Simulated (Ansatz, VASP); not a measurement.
Be2H3 in VASP and in Ansatz

```
Be H
1.0
     1.84286    1.06397    3.06446
    -1.84286    1.06397    3.06446
     0.00000   -2.12795    3.06446
Be H
2 3
Cartesian
  0.0000 0.0000 6.2449
  0.0000 0.0000 3.8391
  -0.8054 0.4650 0.7764
  0.0000 -0.9300 0.7764
  0.8054 0.4650 0.7764
```

Alike in both runs: functional PBE; k mesh 6 × 6 × 6; occupations gaussian, width 0.1 eV; no spin polarisation.

Ansatz relaxed the structure, and its values are those at the end. VASP's run is a single point on that final structure, the one shown.

|  | VASP | Ansatz |
| --- | --- | --- |
| version | VASP 6.6.1 | Ansatz 0.2.0 |
| potentials or method | VASP PAW PBE potentials, release 64 (Be, H), cutoff 520 eV | scalar-relativistic, plane waves, PAW |
| valence electrons in the cell | 7 | 7 |

```csv
,VASP,Ansatz,Ansatz less VASP
gap on the k mesh at the Fermi level (eV),none,none,-
pressure (GPa),0.0,0.0,+0.03
rms of the force components (eV/Å),0.007,0.002,-0.0042
```

A gap of «none» marks a metal or a gap that the smearing closes. The functional is the same, so the differences come from potentials, cutoffs and numerics.
